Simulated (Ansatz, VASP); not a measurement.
## SrCl2: VASP beside Ansatz

```
CELL_PARAMETERS angstrom
2.13538 1.23286 6.13505
-2.13538 1.23286 6.13505
0.00000 -2.46573 6.13505
ATOMIC_POSITIONS crystal
Sr 0.00026 0.00026 0.00026
Cl 0.42172 0.42172 0.42172
Cl 0.24468 0.24468 0.24468
```

Change from the starting cell: biaxial_xy strain +2.4%.

Alike in both runs: task single point; functional r2SCAN; k mesh 8 × 8 × 8; no spin polarisation.

|  | VASP | Ansatz |
| --- | --- | --- |
| version | VASP 6.6.1 | Ansatz 0.2.0 |
| potentials or method | VASP PAW PBE potentials, release 64 (Sr_sv, Cl) | plane waves, PAW |
| plane-wave cutoff (eV) | 520 | 500 |
| occupations | gaussian, width 0.01 eV | fixed |
| valence electrons in the cell | 24 | 24 |

|  | VASP | Ansatz | Ansatz less VASP |
| --- | --- | --- | --- |
| gap on the k mesh at the Fermi level (eV) | 4.69 | 4.67 | -0.014 |
| pressure (GPa) | -0.5 | -0.5 | -0.04 |
| traceless stress, the component that is largest in VASP (GPa) | 0.72 | 0.74 | +0.015 |
| rms of the force components (eV/Å) | 0.001 | 0.006 | +0.0047 |

VASP's potentials were made for PBE, not for r2SCAN. Atom by atom the forces differ by 0.007 eV/Å (rms over components).
